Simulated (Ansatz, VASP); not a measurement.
## One calculation of Se, two programs

```
Se
1.0
     4.48074    0.00000    0.00000
    -2.24037    3.88044    0.00000
     0.00000    0.00000    5.56561
Se
4
Direct
  0.00000 0.00000 0.25000
  0.00000 0.00000 0.75000
  0.33333 0.66667 0.75000
  0.66667 0.33333 0.25000
```

Alike in both runs: functional PBEsol; k mesh 6 × 6 × 2; occupations gaussian, width 0.1 eV; no spin polarisation.

Ansatz relaxed the structure, and its values are those at the end. VASP's run is a single point on that final structure, the one shown.

|  | VASP | Ansatz |
| --- | --- | --- |
| version | VASP 6.6.1 | Ansatz 0.2.0 |
| potentials or method | VASP PAW PBE potentials, release 64 (Se), cutoff 520 eV | scalar-relativistic, plane waves, PAW |
| valence electrons in the cell | 24 | 64 |

Ansatz gave:

```
gap on the k mesh at the Fermi level (eV) : none
pressure (GPa)                            : 0.2
```

Question: Which values does VASP return?

Answer: gap on the k mesh at the Fermi level (eV): none; pressure (GPa): 0.3.

VASP's potentials were made for PBE, not for PBEsol. A gap of «none» marks a metal or a gap that the smearing closes. VASP's potentials hold 24 valence electrons a cell and Ansatz's 64, so a difference there can come from the potentials and not from the codes.

The k mesh is coarse, so the values compare programs but aren't converged.
